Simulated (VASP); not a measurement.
# PtSe2 (P-3m1) in VASP: a series of runs

The runs below take PtSe2 through single point, relaxation of cell and atoms, with r2SCAN.

All numbers are computed with VASP 6.6.1; they aren't measurements. Logs are shortened: lines on timing, memory, paths and dates and some standing lists are left out, and cuts for length are marked.

**1. The cell of the first run**

The structure is trigonal, space group P-3m1 (No. 164). The conventional cell has a = 3.755 Å, b = 3.755 Å, c = 5.683 Å, α = 90.00°, β = 90.00°, γ = 120.00°. Pt (site symmetry -3m) has 6 Se at 2.52 Å within 3.3 Å. Within 3.4 Å of Se (site symmetry 3m) lie 3 Pt at 2.52 Å and 3 Se at 3.37 Å.

**2. Single point, r2SCAN (biaxial strain in the a-b plane: +1.0 %, then relaxed in part)**

File POSCAR:

```
PtSe2
1.0
    3.7546571034      0.0000000000      0.0000000000
   -1.8773285517      3.2516284340      0.0000000000
    0.0000000000      0.0000000000      5.6834353012
Pt Se
1 2
Direct
    0.0000000000      0.0000000000      0.0000000000
    0.6666666667      0.3333333333      0.7727820324
    0.3333333333      0.6666666667      0.2272179676
```

File INCAR.step1:

```
PREC = Accurate
ENCUT = 520
ISMEAR = 0
SIGMA = 0.02
LREAL = F
LASPH = T
NELM = 60
NBANDS = 18
GGA = PE
ALGO = Normal
EDIFF = 1E-4
LWAVE = T
LCHARG = F
```

File INCAR.step2:

```
PREC = Accurate
ENCUT = 520
EDIFF = 1E-6
ISMEAR = 0
SIGMA = 0.02
LREAL = F
LASPH = T
NELM = 60
ALGO = Normal
ISIF = 2
LWAVE = F
LCHARG = F
METAGGA = R2SCAN
LMIXTAU = T
NBANDS = 18
ISTART = 1
```

File KPOINTS:

```
Automatic mesh
0
Gamma
  12 12 6
```

Potentials or basis: VASP PAW PBE potentials, release 64 (Pt, Se).

The run is started by

```
$ cat potpaw_PBE.64/Pt/POTCAR potpaw_PBE.64/Se/POTCAR > POTCAR
$ cp INCAR.step1 INCAR
$ mpirun -np 1 vasp_std > vasp.out
$ cp INCAR.step2 INCAR
$ mpirun -np 1 vasp_std > vasp.out
```

OUTCAR:

```text
PREC = Accurate
   ENCUT = 520
   EDIFF = 1E-6
   ISMEAR = 0
   LREAL = F
   LASPH = T
   NELM = 60
   ISIF = 2
   METAGGA = R2SCAN
   ISTART = 1

 ion  position               nearest neighbor table
   1  0.000  0.000  0.000-   2 2.52   3 2.52   3 2.52   2 2.52   2 2.52   3 2.52
   2  0.667  0.333  0.773-   1 2.52   1 2.52   1 2.52
   3  0.333  0.667  0.227-   1 2.52   1 2.52   1 2.52

  LATTYP: Found a hexagonal cell.
 ALAT       =     3.7546571034
 C/A-ratio  =     1.5137028881

  Lattice vectors:

 A1 = (   3.7546571034,   0.0000000000,   0.0000000000)
 A2 = (  -1.8773285517,   3.2516284340,   0.0000000000)
 A3 = (   0.0000000000,   0.0000000000,   5.6834353012)

Analysis of symmetry for initial positions (statically):
=====================================================================
 Subroutine PRICEL returns:
 Original cell was already a primitive cell.

 Routine SETGRP: Setting up the symmetry group for a
 hexagonal supercell.

 Subroutine GETGRP returns: Found 12 space group operations
 (whereof 12 operations were pure point group operations)
 out of a pool of 24 trial point group operations.

The static configuration has the point symmetry D_3d.

Analysis of symmetry for dynamics (positions and initial velocities):
=====================================================================
 Subroutine PRICEL returns:
 Original cell was already a primitive cell.

 Routine SETGRP: Setting up the symmetry group for a
 hexagonal supercell.

 Subroutine GETGRP returns: Found 12 space group operations
 (whereof 12 operations were pure point group operations)
 out of a pool of 24 trial point group operations.

The dynamic configuration has the point symmetry D_3d.

 Subroutine INISYM returns: Found 12 space group operations
 (whereof 12 operations are pure point group operations),
 and found     1 'primitive' translations

----------------------------------------------------------------------------------------

                                     Primitive cell

  volume of cell :      69.3876

  direct lattice vectors                    reciprocal lattice vectors
     3.754657103  0.000000000  0.000000000     0.266335906  0.153769107  0.000000000
    -1.877328552  3.251628434  0.000000000     0.000000000  0.307538214  0.000000000
     0.000000000  0.000000000  5.683435301     0.000000000  0.000000000  0.175949922

  length of vectors
     3.754657103  3.754657103  5.683435301     0.307538214  0.307538214  0.175949922

  position of ions in fractional coordinates (direct lattice)
     0.000000000  0.000000000  0.000000000
     0.666666667  0.333333333  0.772782032
     0.333333333  0.666666667  0.227217968

  ion indices of the primitive-cell ions
   primitive index   ion index
                 1           1
                 2           2
                 3           3

----------------------------------------------------------------------------------------

 KPOINTS: Automatic mesh

Automatic generation of k-mesh.
 Grid dimensions read from file:
 generate k-points for:   12   12    6

 Generating k-lattice:

  Cartesian coordinates                     Fractional coordinates (reciprocal lattice)
     0.022194659  0.012814092  0.000000000     0.083333333  0.000000000  0.000000000
     0.000000000  0.025628184  0.000000000     0.000000000  0.083333333  0.000000000
     0.000000000  0.000000000  0.029324987     0.000000000  0.000000000  0.166666667

  Length of vectors
     0.025628184  0.025628184  0.029324987

  Shift w.r.t. Gamma in fractional coordinates (k-lattice)
     0.000000000  0.000000000  0.000000000

 Subroutine IBZKPT returns following result:
 ===========================================

 Found    100 irreducible k-points:

 Following reciprocal coordinates:
            Coordinates               Weight
  0.000000  0.000000  0.000000      1.000000
  0.083333  0.000000  0.000000      6.000000
  0.166667  0.000000  0.000000      6.000000
  0.250000  0.000000  0.000000      6.000000
  0.333333  0.000000  0.000000      6.000000
  0.416667 -0.000000  0.000000      6.000000
[... 16 lines left out ...]
  0.166667  0.000000  0.166667      6.000000
  0.000000  0.166667  0.166667      6.000000
 [... further k-points ...]
   k-points           NKPTS =    100   k-points in BZ     NKDIM =    100   number of bands    NBANDS=     18
   number of dos      NEDOS =    301   number of ions     NIONS =      3
   total plane-waves  NPLWV =  32928
   dimension x,y,z NGX =    28 NGY =   28 NGZ =   42
   dimension x,y,z NGXF=    56 NGYF=   56 NGZF=   84
   ions per type =               1   2
   NGX,Y,Z   is equivalent  to a cutoff of  12.40, 12.40, 12.29 a.u.
   NGXF,Y,Z  is equivalent  to a cutoff of  24.80, 24.80, 24.57 a.u.
 SYSTEM =  unknown system
   PREC   = accura    normal or accurate (medium, high low for compatibility)
   ISTART =      1    job   : 0-new  1-cont  2-samecut
   ICHARG =      0    charge: 1-file 2-atom 10-const
   ISPIN  =      1    spin polarized calculation?
   LNONCOLLINEAR =      F non collinear calculations
   LSORBIT =      F    spin-orbit coupling
   LASPH  =      T    aspherical Exc in radial PAW
   ENCUT  =  520.0 eV  38.22 Ry    6.18 a.u.   6.98  6.98 10.57*2*pi/ulx,y,z
   NELM   =     60;   NELMIN=  2; NELMDL=  0     # of ELM steps
   EDIFF  = 0.1E-05   stopping-criterion for ELM
   LREAL  =      F    real-space projection
   EDIFFG = 0.1E-04   stopping-criterion for IOM
   NSW    =      0    number of steps for IOM
   IBRION =     -1    ionic relax: 0-MD 1-quasi-New 2-CG
   NFREE  =      0    steps in history (QN), initial steepest desc. (CG)
   ISIF   =      2    stress and relaxation
   ISYM   =      2    0-nonsym 1-usesym 2-fastsym
   POTIM  = 0.5000    time-step for ionic-motion
   TEBEG  =    0.0;   TEEND  =   0.0 temperature during run
   PSTRESS=    0.0 pullay stress
   NELECT =      22.0000    total number of electrons
   NUPDOWN=      -1.0000    fix difference up-down
   EMIN   =  10.00;   EMAX   =-10.00  energy-range for DOS
   EFERMI =   0.00;   METHOD = LEGACY
   ISMEAR =     0;   SIGMA  =   0.02  broadening in eV -4-tet -1-fermi 0-gaus
   EFERMI_NEDOS =   21; number of points for ismear=-14 and -15
   IALGO  =     38    algorithm
   IMIX   =      4    mixing-type and parameters
     AMIX     =   0.40;   BMIX     =  1.00
     AMIX_MAG =   1.60;   BMIX_MAG =  1.00
  volume/ion in A,a.u.               =      23.13       156.08
  Fermi-wavevector in a.u.,A,eV,Ry     =   1.116319  2.109537 16.955149  1.246168
  Thomas-Fermi vector in A             =   2.252932
   LORBIT       =      0    0 simple, 1 ext, 2 COOP (PROOUT), +10 PAW based schemes
   METAGGA = R2SCAN    functional components
   LHFCALC =     F    Hartree Fock is set to
   AEXX    =    0.0000 exact exchange contribution
   IVDW    =     0    specifies the selected vdW correction
   LEPSILON=     F    determine dielectric tensor
   LRPA    =     F    only Hartree local field effects (RPA)
 non-spin polarized calculation
 Gauss-broadening in eV      SIGMA  =   0.02
  energy-cutoff  :      520.00
  volume of cell :       69.39
 maximum number of plane-waves:      1896
   NGX = 13   NGY = 13   NGZ = 21

 number of electron      21.9999996 magnetization

 Free energy of the ion-electron system (eV)
  ---------------------------------------------------
  ext. energy  EPLUGINS =         0.00000000
  ---------------------------------------------------
  free energy    TOTEN  =       -81.49166560 eV

  energy without entropy =      -81.49166560  energy(sigma->0) =      -81.49166560

 E-fermi :   4.5876     XC(G=0): -10.4301

 val. band max:        4.4913874321   @ k =   0.0833   0.0000   0.0000
 cond. band min:       4.9059169840   @ k =   0.0000   0.2500   0.3333
 fundamental gap:      0.4145295519
 Fermi energy:         4.5875907905

 k-point     1 :       0.0000    0.0000    0.0000
  band No.  band energies     occupation
      1     -10.9181      2.00000
      2      -8.6919      2.00000
      3      -1.9580      2.00000
      4      -1.5870      2.00000
      5      -1.5870      2.00000
      6       0.7553      2.00000
[... 10 lines left out ...]
     17      12.5840      0.00000
     18      15.7431      0.00000

 k-point     2 :       0.0833    0.0000    0.0000
  band No.  band energies     occupation
      1     -10.8416      2.00000
      2      -8.7103      2.00000
      3      -1.8732      2.00000
      4      -1.5611      2.00000
      5      -1.5378      2.00000
      6       0.6570      2.00000
[... 10 lines left out ...]
     17      12.8624      0.00000
     18      15.4730      0.00000

 k-point     3 :       0.1667    0.0000    0.0000
  band No.  band energies     occupation
      1     -10.6209      2.00000
      2      -8.7622      2.00000
      3      -1.6527      2.00000
      4      -1.4533      2.00000
      5      -1.4038      2.00000
      6       0.2891      2.00000
[... 10 lines left out ...]
     17      13.5224      0.00000
     18      14.3661      0.00000

 k-point     4 :       0.2500    0.0000    0.0000
  band No.  band energies     occupation
      1     -10.2855      2.00000
      2      -8.8393      2.00000
      3      -1.5044      2.00000
      4      -1.2317      2.00000
      5      -1.1170      2.00000
      6      -0.3573      2.00000
[... 375 lines left out ...]
      4      -1.5396      2.00000
      5      -1.4903      2.00000
      6       0.6480      2.00000
[... 10 lines left out ...]
     17      12.9511      0.00000
     18      14.7450      0.00000

 k-point    23 :       0.1667    0.0000    0.1667
  band No.  band energies     occupation
      1     -10.5745      2.00000
      2      -8.8497      2.00000
      3      -1.6159      2.00000
      4      -1.3904      2.00000
      5      -1.3456      2.00000
      6       0.3100      2.00000
[... 10 lines left out ...]
     17      13.2394      0.00000
     18      14.1124      0.00000

 k-point    24 :       0.0000    0.1667    0.1667
  band No.  band energies     occupation
      1     -10.5790      2.00000
      2      -8.8387      2.00000
      3      -1.7353      2.00000
      4      -1.4130      2.00000
      5      -1.2333      2.00000
      6       0.2522      2.00000
[... 10 lines left out ...]
     17      13.7385      0.00000
     18      13.7845      0.00000

 [... further k-points ...]

------------------------ aborting loop because EDIFF is reached ----------------------------------------

  FORCE on cell =-STRESS in cart. coord.  units (eV):
  Direction    XX          YY          ZZ          XY          YZ          ZX
  --------------------------------------------------------------------------------------
  -------------------------------------------------------------------------------------
  Total       -0.6611288     -0.6611288      0.0070526      0.0000000      0.0000000      0.0000000
  in kB      -15.2656236    -15.2656236      0.1628470      0.0000000      0.0000000      0.0000000
  external PRESSURE =     -10.1228001 kB  Pullay stress =       0.0000000 kB

 VOLUME and BASIS-vectors are now :
 -----------------------------------------------------------------------------
  energy-cutoff  :      520.00
  volume of cell :       69.39
      direct lattice vectors                 reciprocal lattice vectors
     3.754657103  0.000000000  0.000000000     0.266335906  0.153769107  0.000000000
    -1.877328552  3.251628434  0.000000000     0.000000000  0.307538214  0.000000000
     0.000000000  0.000000000  5.683435301     0.000000000  0.000000000  0.175949922

 POSITION                                       TOTAL-FORCE (eV/Angst)
 -----------------------------------------------------------------------------------
      0.00000      0.00000      0.00000        -0.000000      0.000000      0.000000
      1.87733      1.08388      4.39206         0.000000      0.000000     -0.008929
     -0.00000      2.16775      1.29138        -0.000000      0.000000      0.008929
 -----------------------------------------------------------------------------------
    total drift:                                0.000000     -0.000000     -0.000000

  FREE ENERGIE OF THE ION-ELECTRON SYSTEM (eV)
  ---------------------------------------------------
  free  energy   TOTEN  =       -81.4916655982 eV

  energy  without entropy=      -81.4916655982  energy(sigma->0) =      -81.49166560
```

Wall time 6.9 min (1 thread of AMD EPYC 7R13 (Zen 3), shared host); peak memory 0.24 GiB.

Results:

```
Free energy            : -81.4917 eV
Pressure               : -1.0 GPa
Largest force          : 0.009 eV/Å
Band gap on the k mesh : 0.41 eV (least direct gap 0.85 eV)
```

Forces in eV/Å, atoms in the order of the input:
```
Pt   0.000  0.000  0.000
Se   0.000  0.000 -0.009
Se   0.000  0.000  0.009
```

Stress tensor (GPa, compression positive):
```
-1.53  0.00  0.00
 0.00 -1.53  0.00
 0.00  0.00  0.02
```

Levels at points of the mesh, in eV from the valence-band top:
```tsv
k point	band 9	band 10	band 11	band 12	band 13	band 14
(0.00, 0.00, 0.00)	-0.81	-0.81	-0.02	2.16	2.16	4.61
(0.50, 0.00, 0.00)	-2.88	-2.83	-2.71	1.36	2.37	4.87
(0.00, 0.00, 0.50)	-1.62	-0.96	-0.96	2.47	2.47	5.42
(0.50, 0.00, 0.50)	-2.91	-2.63	-1.52	1.79	1.88	4.55
```

Caveat: the cell differs from its parent crystal (biaxial strain in the a-b plane: +1.0 %, then relaxed in part); the PAW data sets were made with another functional, which shifts forces and pressure a little; spin-orbit coupling is left out, which moves the levels of the heavy elements.

(Continued in part 2 of 2.)
